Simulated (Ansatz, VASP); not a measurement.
**HfN in VASP and in Ansatz**

File POSCAR:

```
HfN
1.0
    0.0000000000      2.4548200000      2.4548200000
    2.4548200000      0.0000000000      2.4548200000
    2.4548200000      2.4548200000      0.0000000000
Hf N
1 1
Direct
    0.0000000000      0.0000000000      0.0000000000
    0.7500000000      0.7500000000      0.7500000000
```

Contents of INCAR.step1:

```
SYSTEM = HfN
PREC = Accurate
ENCUT = 660
ISMEAR = 1
SIGMA = 0.1
LREAL = .False.
LASPH = .True.
NELM = 120
NBANDS = 14
GGA = PE
ALGO = Normal
EDIFF = 1E-5
LWAVE = .True.
LCHARG = .False.
GGA_COMPAT = .False.
```

Contents of INCAR.step2:

```
SYSTEM = HfN
PREC = Accurate
ENCUT = 660
EDIFF = 1E-6
ISMEAR = 1
SIGMA = 0.1
LREAL = .False.
LASPH = .True.
NELM = 120
ALGO = Normal
ISIF = 2
LWAVE = .False.
LCHARG = .True.
METAGGA = R2SCAN
LMIXTAU = .True.
LELF = .True.
LVHAR = .True.
NBANDS = 14
ISTART = 1
GGA_COMPAT = .False.
```

The input KPOINTS:

```
Automatic mesh
0
Gamma
  4 4 4
  0 0 0
```

Input for Ansatz:

```yaml
crystal:
  lattice:
    - [0.0, 2.45482, 2.45482]
    - [2.45482, 0.0, 2.45482]
    - [2.45482, 2.45482, 0.0]
  atoms:
    - { symbol: Hf, position: [0.0, 0.0, 0.0] }
    - { symbol: "N", position: [0.75, 0.75, 0.75] }
accuracy: low
basis:
  ecutwfc: 750.0
kpoints:
  mp_grid:
    grid: [4, 4, 4]
hamiltonian:
  xc: r2scan
scf:
  max_iter: 150
  convergence:
    dr2_threshold: 1.0e-05
  occupations:
    method: cold
  initial_density:
    normalization: cell
output:
  forces: true
  stress: true
```

Alike in both runs: task single point; functional r2SCAN; k mesh 4 × 4 × 4; no spin polarisation.

|  | VASP | Ansatz |
| --- | --- | --- |
| version | VASP 6.6.1 | Ansatz 0.2.0 |
| potentials or method | VASP PAW PBE potentials, release 64 (Hf_pv, N), cutoff 660 eV | plane waves, PAW |
| occupations | methfessel-paxton of order 1, width 0.1 eV | cold |
| valence electrons in the cell | 15 | 31 |

|  | VASP | Ansatz | Ansatz less VASP |
| --- | --- | --- | --- |
| pressure (GPa) | -2.6 | -1.3 | +1.36 |

VASP's potentials were made for PBE, not for r2SCAN. VASP's potentials hold 15 valence electrons a cell and Ansatz's 31, so a difference there can come from the potentials and not from the codes. Ansatz's warnings: force scf threshold loose, stress scf threshold loose.

The k mesh is coarse, so the values compare programs but aren't converged. Spin-orbit coupling is off throughout.
